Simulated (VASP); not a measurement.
# TiC (rocksalt type) (Fm-3m) in VASP: notebook

The runs below take TiC (rocksalt type) through single point, relaxation of cell and atoms, with LDA.

Everything below comes from runs of VASP 6.6.1. Logs are shortened: lines on timing, memory, paths and dates and some standing lists are left out, and cuts for length are marked.

**1. The cell of the first run**

It takes space group Fm-3m (No. 225, cubic). The conventional cell has a = 4.261 Å, b = 4.261 Å, c = 4.261 Å, α = 90.00°, β = 90.00°, γ = 90.00°. Ti (site symmetry m-3m) has 6 C at 2.13 Å within 2.8 Å. C (site symmetry m-3m) has 6 Ti at 2.13 Å within 2.8 Å.

**2. Single point, LDA**

Contents of INCAR:

```
SYSTEM = TiC
PREC = Accurate
ENCUT = 520
EDIFF = 1E-6
ISMEAR = -1
SIGMA = 0.08
LREAL = .False.
LASPH = .True.
NELM = 80
ALGO = Normal
ISIF = 2
LWAVE = .False.
LCHARG = .False.
NBANDS = 15
```

Contents of KPOINTS:

```
Automatic mesh
0
Gamma
  17 17 17
  0 0 0
```

Contents of POSCAR:

```
TiC
1.0
    0.0000000000      2.1304494317      2.1304494317
    2.1304494317      0.0000000000      2.1304494317
    2.1304494317      2.1304494317      0.0000000000
Ti C
1 1
Direct
    0.0000000000      0.0000000000      0.0000000000
    0.5000000000      0.5000000000      0.5000000000
```

Potentials or basis: VASP PAW LDA potentials, release 64 (Ti_sv, C).

Started as:

```sh
cat potpaw_LDA.64/Ti_sv/POTCAR potpaw_LDA.64/C/POTCAR > POTCAR
mpirun -np 1 vasp_std > vasp.out
```

OUTCAR:

```text
SYSTEM = TiC
   PREC = Accurate
   ENCUT = 520
   EDIFF = 1E-6
   ISMEAR = -1
   LREAL = .False.
   LASPH = .True.
   NELM = 80
   ISIF = 2

 ion  position               nearest neighbor table
   1  0.000  0.000  0.000-   2 2.13   2 2.13   2 2.13   2 2.13   2 2.13   2 2.13
   2  0.500  0.500  0.500-   1 2.13   1 2.13   1 2.13   1 2.13   1 2.13   1 2.13

  LATTYP: Found a face centered cubic cell.
 ALAT       =     4.2608988634

  Lattice vectors:

 A1 = (   0.0000000000,   2.1304494317,   2.1304494317)
 A2 = (   2.1304494317,   0.0000000000,   2.1304494317)
 A3 = (   2.1304494317,   2.1304494317,   0.0000000000)

Analysis of symmetry for initial positions (statically):
=====================================================================
 Subroutine PRICEL returns:
 Original cell was already a primitive cell.

 Routine SETGRP: Setting up the symmetry group for a
 face centered cubic supercell.

 Subroutine GETGRP returns: Found 48 space group operations
 (whereof 48 operations were pure point group operations)
 out of a pool of 48 trial point group operations.

The static configuration has the point symmetry O_h .

Analysis of symmetry for dynamics (positions and initial velocities):
=====================================================================
 Subroutine PRICEL returns:
 Original cell was already a primitive cell.

 Routine SETGRP: Setting up the symmetry group for a
 face centered cubic supercell.

 Subroutine GETGRP returns: Found 48 space group operations
 (whereof 48 operations were pure point group operations)
 out of a pool of 48 trial point group operations.

The dynamic configuration has the point symmetry O_h .

 Subroutine INISYM returns: Found 48 space group operations
 (whereof 48 operations are pure point group operations),
 and found     1 'primitive' translations

----------------------------------------------------------------------------------------

                                     Primitive cell

  volume of cell :      19.3394

  direct lattice vectors                    reciprocal lattice vectors
     0.000000000  2.130449432  2.130449432    -0.234692264  0.234692264  0.234692264
     2.130449432  0.000000000  2.130449432     0.234692264 -0.234692264  0.234692264
     2.130449432  2.130449432  0.000000000     0.234692264  0.234692264 -0.234692264

  length of vectors
     3.012910480  3.012910480  3.012910480     0.406498925  0.406498925  0.406498925

  position of ions in fractional coordinates (direct lattice)
     0.000000000  0.000000000  0.000000000
     0.500000000  0.500000000  0.500000000

  ion indices of the primitive-cell ions
   primitive index   ion index
                 1           1
                 2           2

----------------------------------------------------------------------------------------

 KPOINTS: Automatic mesh

Automatic generation of k-mesh.
 Grid dimensions read from file:
 generate k-points for:   17   17   17

 Generating k-lattice:

  Cartesian coordinates                     Fractional coordinates (reciprocal lattice)
    -0.013805427  0.013805427  0.013805427     0.058823529  0.000000000  0.000000000
     0.013805427 -0.013805427  0.013805427     0.000000000  0.058823529  0.000000000
     0.013805427  0.013805427 -0.013805427     0.000000000  0.000000000  0.058823529

  Length of vectors
     0.023911701  0.023911701  0.023911701

  Shift w.r.t. Gamma in fractional coordinates (k-lattice)
     0.000000000  0.000000000  0.000000000

 Subroutine IBZKPT returns following result:
 ===========================================

 Found    165 irreducible k-points:

 Following reciprocal coordinates:
            Coordinates               Weight
  0.000000  0.000000  0.000000      1.000000
  0.058824  0.000000  0.000000      8.000000
  0.117647  0.000000  0.000000      8.000000
  0.176471  0.000000  0.000000      8.000000
  0.235294  0.000000  0.000000      8.000000
  0.294118  0.000000  0.000000      8.000000
[... 16 lines left out ...]
 -0.176471  0.058824  0.000000     24.000000
 -0.117647  0.058824  0.000000     24.000000
 [... further k-points ...]
   k-points           NKPTS =    165   k-points in BZ     NKDIM =    165   number of bands    NBANDS=     15
   number of dos      NEDOS =    301   number of ions     NIONS =      2
   total plane-waves  NPLWV =  13824
   dimension x,y,z NGX =    24 NGY =   24 NGZ =   24
   dimension x,y,z NGXF=    48 NGYF=   48 NGZF=   48
   ions per type =               1   1
   NGX,Y,Z   is equivalent  to a cutoff of  13.24, 13.24, 13.24 a.u.
   NGXF,Y,Z  is equivalent  to a cutoff of  26.49, 26.49, 26.49 a.u.
 SYSTEM =  TiC
   PREC   = accura    normal or accurate (medium, high low for compatibility)
   ISTART =      0    job   : 0-new  1-cont  2-samecut
   ICHARG =      2    charge: 1-file 2-atom 10-const
   ISPIN  =      1    spin polarized calculation?
   LNONCOLLINEAR =      F non collinear calculations
   LSORBIT =      F    spin-orbit coupling
   LASPH  =      T    aspherical Exc in radial PAW
   ENCUT  =  520.0 eV  38.22 Ry    6.18 a.u.   5.60  5.60  5.60*2*pi/ulx,y,z
   NELM   =     80;   NELMIN=  2; NELMDL= -5     # of ELM steps
   EDIFF  = 0.1E-05   stopping-criterion for ELM
   LREAL  =      F    real-space projection
   EDIFFG = 0.1E-04   stopping-criterion for IOM
   NSW    =      0    number of steps for IOM
   IBRION =     -1    ionic relax: 0-MD 1-quasi-New 2-CG
   NFREE  =      0    steps in history (QN), initial steepest desc. (CG)
   ISIF   =      2    stress and relaxation
   ISYM   =      2    0-nonsym 1-usesym 2-fastsym
   POTIM  = 0.5000    time-step for ionic-motion
   TEBEG  =    0.0;   TEEND  =   0.0 temperature during run
   PSTRESS=    0.0 pullay stress
   NELECT =      16.0000    total number of electrons
   NUPDOWN=      -1.0000    fix difference up-down
   EMIN   =  10.00;   EMAX   =-10.00  energy-range for DOS
   EFERMI =   0.00;   METHOD = LEGACY
   ISMEAR =    -1;   SIGMA  =   0.08  broadening in eV -4-tet -1-fermi 0-gaus
   EFERMI_NEDOS =   21; number of points for ismear=-14 and -15
   IALGO  =     38    algorithm
   IMIX   =      4    mixing-type and parameters
     AMIX     =   0.40;   BMIX     =  1.00
     AMIX_MAG =   1.60;   BMIX_MAG =  1.00
  volume/ion in A,a.u.               =       9.67        65.25
  Fermi-wavevector in a.u.,A,eV,Ry     =   1.536857  2.904240 32.136021  2.361931
  Thomas-Fermi vector in A             =   2.643448
   LORBIT       =      0    0 simple, 1 ext, 2 COOP (PROOUT), +10 PAW based schemes
   GGA     = CA    functional components
   LHFCALC =     F    Hartree Fock is set to
   AEXX    =    0.0000 exact exchange contribution
   IVDW    =     0    specifies the selected vdW correction
   LEPSILON=     F    determine dielectric tensor
   LRPA    =     F    only Hartree local field effects (RPA)
 non-spin polarized calculation
  energy-cutoff  :      520.00
  volume of cell :       19.34
 maximum number of plane-waves:       534
   NGX = 11   NGY = 11   NGZ = 11

 number of electron      16.0000003 magnetization

 Free energy of the ion-electron system (eV)
  ---------------------------------------------------
  ext. energy  EPLUGINS =         0.00000000
  ---------------------------------------------------
  free energy    TOTEN  =       -20.54182870 eV

  energy without entropy =      -20.53528514  energy(sigma->0) =      -20.53855692

 E-fermi :   9.8181     XC(G=0): -13.2316

 val. band max:        9.8064658396   @ k =   0.4118   0.3529   0.0000
 cond. band min:       9.8260612230   @ k =   0.1176   0.1176   0.0000
 fundamental gap:      0.0195953834
 Fermi energy:         9.8181458943

 k-point     1 :       0.0000    0.0000    0.0000
  band No.  band energies     occupation
      1     -45.9126      2.00000
      2     -22.2887      2.00000
      3     -22.2887      2.00000
      4     -22.2887      2.00000
      5      -2.6068      2.00000
      6      10.4735      0.00055
      7      10.4735      0.00055
      8      10.4735      0.00055
      9      11.5783      0.00000
     10      11.5783      0.00000
     11      11.5783      0.00000
     12      11.6448      0.00000
     13      11.6448      0.00000
     14      21.1746      0.00000
     15      24.0720      0.00000

 k-point     2 :       0.0588    0.0000    0.0000
  band No.  band energies     occupation
      1     -45.9093      2.00000
      2     -22.3105      2.00000
      3     -22.2907      2.00000
      4     -22.2907      2.00000
      5      -2.5226      2.00000
      6      10.0716      0.08075
      7      10.3182      0.00385
      8      10.3182      0.00385
      9      10.8931      0.00000
     10      10.8931      0.00000
     11      11.8041      0.00000
     12      12.6086      0.00000
     13      12.6086      0.00000
     14      21.3060      0.00000
     15      24.1302      0.00000

 k-point     3 :       0.1176    0.0000    0.0000
  band No.  band energies     occupation
      1     -45.9000      2.00000
      2     -22.3726      2.00000
      3     -22.2964      2.00000
      4     -22.2964      2.00000
      5      -2.2751      2.00000
      6       9.2552      1.99824
      7       9.6063      1.86772
      8       9.6063      1.86772
      9      10.9106      0.00000
     10      10.9106      0.00000
     11      12.1412      0.00000
     12      13.6632      0.00000
     13      13.6632      0.00000
     14      21.6294      0.00000
     15      24.2272      0.00000
[... 343 lines left out ...]
 k-point    23 :      -0.1765    0.0588    0.0000
  band No.  band energies     occupation
      1     -45.8780      2.00000
      2     -22.5054      2.00000
      3     -22.3301      2.00000
      4     -22.3005      2.00000
      5      -1.6553      2.00000
      6       7.8473      2.00000
      7       8.4101      2.00000
      8       8.6641      2.00000
      9      11.0778      0.00000
     10      11.6081      0.00000
     11      12.6986      0.00000
     12      14.5078      0.00000
     13      15.6601      0.00000
     14      22.0052      0.00000
     15      24.3249      0.00000

 k-point    24 :      -0.1176    0.0588    0.0000
  band No.  band energies     occupation
      1     -45.8932      2.00000
      2     -22.4092      2.00000
      3     -22.3167      2.00000
      4     -22.2933      2.00000
      5      -2.0899      2.00000
      6       8.8099      1.99999
      7       9.1066      1.99973
      8       9.2723      1.99783
      9      10.7721      0.00001
     10      11.3702      0.00000
     11      12.4420      0.00000
     12      13.5385      0.00000
     13      14.6282      0.00000
     14      21.8495      0.00000
     15      24.2615      0.00000

 [... further k-points ...]
[... 5 lines left out ...]
  --------------------------------------------------------------------------------------
  -------------------------------------------------------------------------------------
  Total        0.0853117      0.0853117      0.0853117      0.0000000      0.0000000      0.0000000
  in kB        7.0676579      7.0676579      7.0676579      0.0000000      0.0000000      0.0000000
  external PRESSURE =       7.0676579 kB  Pullay stress =       0.0000000 kB

 VOLUME and BASIS-vectors are now :
 -----------------------------------------------------------------------------
  energy-cutoff  :      520.00
  volume of cell :       19.34
      direct lattice vectors                 reciprocal lattice vectors
     0.000000000  2.130449432  2.130449432    -0.234692264  0.234692264  0.234692264
     2.130449432  0.000000000  2.130449432     0.234692264 -0.234692264  0.234692264
     2.130449432  2.130449432  0.000000000     0.234692264  0.234692264 -0.234692264

 POSITION                                       TOTAL-FORCE (eV/Angst)
 -----------------------------------------------------------------------------------
      0.00000      0.00000      0.00000        -0.000000      0.000000      0.000000
      2.13045      2.13045      2.13045         0.000000     -0.000000     -0.000000
 -----------------------------------------------------------------------------------
    total drift:                                0.000000     -0.000000     -0.000000

  FREE ENERGIE OF THE ION-ELECTRON SYSTEM (eV)
  ---------------------------------------------------
  free  energy   TOTEN  =       -20.5418286987 eV

  energy  without entropy=      -20.5352851353  energy(sigma->0) =      -20.53855692
```

Wall time 37 s (1 thread of Intel Xeon 8259CL, shared host); peak memory 0.16 GiB.

What came out:

| Quantity | Value |
| --- | --- |
| Free energy | -20.5418 eV |
| Pressure | 0.7 GPa |
| Band gap on the k mesh | zero (bands 8 and 9 overlap by 1.06 eV) |

**3. Relaxation of cell and atoms, LDA**

This run uses another cell than the first one, of 10.00 Å³/atom.

Contents of INCAR:

```
PREC = Accurate
ENCUT = 600
EDIFF = 1E-6
ISMEAR = -1
SIGMA = 0.08
LREAL = F
LASPH = T
NELM = 100
ALGO = Normal
ISIF = 3
LWAVE = F
LCHARG = F
IBRION = 2
NSW = 60
EDIFFG = -0.005
```

Contents of KPOINTS:

```
regular mesh
0
Gamma
  17 17 17
```

Contents of POSCAR:

```
TiC
1.0
    0.0000000000      2.1544346900      2.1544346900
    2.1544346900      0.0000000000      2.1544346900
    2.1544346900      2.1544346900      0.0000000000
Ti C
1 1
Direct
    0.0000000000      0.0000000000      0.0000000000
    0.5000000000      0.5000000000      0.5000000000
```

Potentials or basis: VASP PAW LDA potentials, release 64 (Ti_sv, C).

Started as:

```sh
cat potpaw_LDA.64/Ti_sv/POTCAR potpaw_LDA.64/C/POTCAR > POTCAR
mpirun -np 1 vasp_std > vasp.out
```

Run time: 85 s. Hardware: 1 thread of Intel Xeon 8259CL, shared host; peak memory 0.18 GiB.

It converged, with:

```yaml
Free_energy: -20.5436 eV
Relaxed_volume: 9.69 Å³/atom
Relaxed_cell: a = 3.015 Å, b = 3.015 Å, c = 3.015 Å, α = 60.00°, β = 60.00°, γ = 60.00°
Space_group_after_relaxing_to_0.1_Å: Fm-3m (No. 225)
Energy_gained_by_relaxing: 8.2 meV/atom
Ionic_steps: 3
Pressure_after_relaxing: -0.1 GPa
Band_gap_on_the_k_mesh: zero (bands 8 and 9 overlap by 1.06 eV)
```

The path:
```
step  energy change (eV)  largest force (eV/Å)  pressure (GPa)  volume (Å³)
   1              0.0000                0.0000           -8.26        20.00
   2              0.0173                0.0000           13.42        18.54
   3             -0.0165                0.0000           -0.07        19.39
```

Final structure:
```yaml
crystal:
  lattice:
    - [0.00000, 2.13217, 2.13217]
    - [2.13217, 0.00000, 2.13217]
    - [2.13217, 2.13217, 0.00000]
  atoms:
    - { symbol: Ti, position: [0.00000, 0.00000, 0.00000] }
    - { symbol: C, position: [0.50000, 0.50000, 0.50000] }
```

Levels at points of the mesh, in eV from the Fermi level:
| k point | band 4 | band 5 | band 6 | band 7 | band 8 | band 9 | band 10 | band 11 | band 12 |
| --- | --- | --- | --- | --- | --- | --- | --- | --- | --- |
| (0.00, 0.00, 0.00) | -32.12 | -12.41 | 0.65 | 0.65 | 0.65 | 1.76 | 1.76 | 1.76 | 1.82 |
